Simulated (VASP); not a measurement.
The system is ZnS.

```xyz
2
Lattice="0.0000 2.6208 2.6208 2.6208 0.0000 2.6208 2.6208 2.6208 0.0000" Properties=species:S:1:pos:R:3 pbc="T T T"
Zn    0.0000    0.0000    0.0000
S     1.3104    1.3104    1.3104
```

This cell differs from its parent crystal: strain -2.7%.

Base run:

```yaml
Program: VASP 6.6.1
Functional: PBE
Potentials_or_basis: VASP PAW PBE potentials, release 64 (Zn, S)
Cutoff: 520 eV
k_mesh: 8 × 8 × 8
Occupations: fermi-dirac, width 0.02 eV
Spin: no spin polarisation
```

Its results: band gap on the k mesh 2.53 eV; pressure 10.3 GPa.

The run is repeated on the same cell with these changes: functional from PBE to r2SCAN; occupations from fermi-dirac, width 0.02 eV to gaussian, width 0.01 eV. What comes out?

Band gap on the k mesh 3.11 eV; pressure 7.9 GPa.

Caveats: the cell stands under pressure; the PAW data sets were made with another functional, which shifts forces and pressure a little (at least some runs).

A k mesh can miss the band edges.
